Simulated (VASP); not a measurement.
A run of VASP 6.6.1:

Contents of INCAR:

```
PREC = Accurate ; ENCUT = 520
EDIFF = 1E-6 ; ISMEAR = 0
SIGMA = 0.02 ; LREAL = False
LASPH = True ; NELM = 60
ALGO = Normal ; ISIF = 2
LWAVE = False ; LCHARG = False
LDIPOL = True ; IDIPOL = 3
DIPOL = 0.5 0.5 0.500 ; GGA = PE
IVDW = 12 ; NBANDS = 20
```

Contents of KPOINTS:

```
Automatic mesh
0
Gamma
  12 12 1
```

POSCAR

```
WS2
1.0
    2.9700000000      0.0000000000      0.0000000000
   -1.4850000000      2.5720954492      0.0000000000
    0.0000000000      0.0000000000     32.2910878415
S W
2 1
Direct
    0.3333333333      0.6666666667      0.4499303862
    0.3333333333      0.6666666667      0.5500818589
    0.6666666667      0.3333333333      0.5000061202
```

Potentials or basis: VASP PAW PBE potentials, release 64 (S, W_sv).

Command:

```sh
$ cat potpaw_PBE.64/S/POTCAR potpaw_PBE.64/W_sv/POTCAR > POTCAR
$ mpirun -np 1 vasp_std > vasp.out
```

Hardware: 1 thread of Intel(R) Xeon(R) 6975P-C (Granite Rapids), on a shared host.

How long does it take, and how much memory?

Wall time 71 s on 1 thread of Intel(R) Xeon(R) 6975P-C (Granite Rapids), with other jobs on the host, peak memory 0.41 GiB. Counts: scf iterations 23, k points 19.
